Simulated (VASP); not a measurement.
Runs of VASP 6.6.1 on ZrB2. The structure is that of space group P6/mmm (No. 191), or close to it. The cells are those of the table. 

```tsv
cell	gap on the mesh (eV)	pressure (GPa)
a = 3.109, b = 3.109, c = 3.901 Å, angles 90.0, 90.0, 120.0°, 3 atoms	none	-13.0
a = 3.439, b = 3.439, c = 3.187 Å, angles 90.0, 90.0, 120.0°, 3 atoms	none	(a)
a = 3.276, b = 3.276, c = 3.642 Å, angles 90.0, 90.0, 120.0°, 3 atoms	none	-22.5
a = 3.343, b = 3.343, c = 3.497 Å, angles 90.0, 90.0, 120.0°, 3 atoms	none	-23.1
a = 3.237, b = 3.237, c = 3.598 Å, angles 90.0, 90.0, 120.0°, 3 atoms	none	-16.4
a = 3.046, b = 3.046, c = 4.062 Å, angles 90.0, 90.0, 120.0°, 3 atoms	none	-10.2
a = 3.481, b = 3.481, c = 3.226 Å, angles 90.0, 90.0, 120.0°, 3 atoms	none	-22.4
a = 3.303, b = 3.303, c = 3.455 Å, angles 90.0, 90.0, 120.0°, 3 atoms	none	-16.9
a = 3.172, b = 3.172, c = 3.746 Å, angles 90.0, 90.0, 120.0°, 3 atoms	none	-15.1
a = 3.211, b = 3.211, c = 3.792 Å, angles 90.0, 90.0, 120.0°, 3 atoms	none	(b)
a = 3.083, b = 3.083, c = 4.112 Å, angles 90.0, 90.0, 120.0°, 3 atoms	none	-16.4
a = 3.371, b = 3.371, c = 3.318 Å, angles 90.0, 90.0, 120.0°, 3 atoms	none	-16.8
```

Alike in all rows: task single point; level PBEsol; potentials or basis VASP PAW PBE potentials, release 64 (Zr_sv, B); no spin polarisation; k mesh 18 × 18 × 12; cutoff (eV) 520; smearing gaussian 0.15 eV.

Problem. Estimate the missing entries.

Solution. (a) -16.2; (b) -21.3.

Caveats: the PAW data sets were made with another functional, which shifts forces and pressure a little; the cell stands under tension (at least some runs); the stress differs along the axes, from -36 to -2 GPa (at least some runs); the stress differs along the axes, from -34 to 19 GPa (at least some runs); the stress differs along the axes, from -29 to -11 GPa (at least some runs); the stress differs along the axes, from -44 to 7 GPa (at least some runs); the stress differs along the axes, from -39 to 11 GPa (at least some runs).

A k mesh can miss the band edges, and the runs leave out spin-orbit coupling on Zr.

A gap of «none» marks levels without a gap at the run's occupations.
